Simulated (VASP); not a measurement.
Si2B3: relaxation of shape and atoms at fixed volume with PBE

Crystal: Si2B3.

```
Si B
1.0
     2.68168   -1.56798   -0.03974
     2.68168    1.56798   -0.03974
    -0.55679    0.00000    5.89276
Si B
2 3
Direct
  0.36147 0.36147 0.68608
  0.63853 0.63853 0.31392
  0.00000 0.00000 0.50000
  0.66859 0.66859 0.97846
  0.33141 0.33141 0.02154
```

```json
{
  "Program": "VASP 6.6.1",
  "Task": "relaxation of shape and atoms at fixed volume",
  "Functional": "PBE",
  "Potentials or basis": "VASP PAW PBE potentials, release 64 (Si, B)",
  "Cutoff": "500 eV",
  "k mesh": "12 × 12 × 6",
  "Occupations": "gaussian, width 0.1 eV",
  "Spin": "no spin polarisation",
  "Dipole correction": "no",
  "Further INCAR settings": "ALGO = Normal; EDIFF = 1e-07; IBRION = 2; EDIFFG = -0.01; NSW = 50; ISIF = 4"
}
```

```yaml
Energy_gained_by_relaxing: 1.4 meV/atom
Ionic_steps: 14
Pressure_after_relaxing: -3.1 GPa
Largest_force_after_relaxing: 0.005 eV/Å
Band_gap_on_the_k_mesh: zero (an odd number of electrons rules out a gap without spin polarisation)
```

Forces on the atoms (eV/Å):
```
Si  -0.003  0.000 -0.003
Si   0.003  0.000  0.003
B    0.000  0.000  0.000
B    0.004  0.000  0.002
B   -0.004  0.000 -0.002
```

Stress tensor (GPa, compression positive):
```
-3.19  0.00 -0.02
 0.00 -3.12  0.00
-0.02  0.00 -3.09
```

The path:
```csv
step,energy change (eV),largest force (eV/Å),pressure (GPa),volume (Å³)
1,0.0000,0.1915,-4.82,49.49
2,-0.0024,0.1008,-4.42,49.49
3,-0.0025,0.1263,-4.30,49.49
4,-0.0041,0.0616,-4.06,49.49
5,-0.0043,0.0481,-3.91,49.49
6,-0.0049,0.0466,-3.84,49.49
7,-0.0055,0.0662,-3.69,49.49
8,-0.0061,0.0418,-3.60,49.49
9,-0.0067,0.0498,-3.41,49.49
10,-0.0070,0.0295,-3.27,49.49
11,-0.0071,0.0359,-3.24,49.49
12,-0.0072,0.0163,-3.17,49.49
13,-0.0072,0.0139,-3.18,49.49
14,-0.0072,0.0049,-3.14,49.49
```

Final structure:
```xyz
5
Lattice="2.6816 -1.5645 -0.0795 2.6816 1.5645 -0.0795 -0.6436 0.0000 5.9169" Properties=species:S:1:pos:R:3 pbc="T T T"
Si    1.5377    0.0000    3.9917
Si    3.1819    0.0000    1.7663
B    -0.3218    0.0000    2.9585
B     2.9601    0.0000    5.7133
B     1.7595    0.0000    0.0447
```

Levels at points of the mesh, in eV from the Fermi level:
```
           k point  band 5  band 6  band 7  band 8  band 9  band 10  band 11  band 12
(0.00, 0.00, 0.00)   -0.46   -0.31   -0.04    0.44    2.06     3.51     4.12     4.57
(0.50, 0.00, 0.00)   -6.54   -5.29   -3.20   -1.87    1.17     1.31     2.27     3.27
(0.50, 0.50, 0.00)   -5.64   -4.77   -3.56   -1.71   -0.13     0.88     2.55     3.35
(0.00, 0.00, 0.50)   -0.50   -0.34    0.09    0.61    3.09     3.44     4.87     5.86
(0.50, 0.00, 0.50)   -3.98   -2.95   -2.65   -2.56   -1.88    -0.24     2.47     3.38
(0.50, 0.50, 0.50)   -4.71   -3.04   -2.83   -2.83   -1.07     0.09     1.72     3.27
```

It took 9.3 min on 1 thread of Intel(R) Xeon(R) Platinum 8259CL CPU @ 2.50GHz (Skylake/Cascade Lake), on a shared host, peak memory 0.27 GiB.

Caveat: an odd number of electrons without spin polarisation forces a metal; a magnetic or distorted state may lie lower.
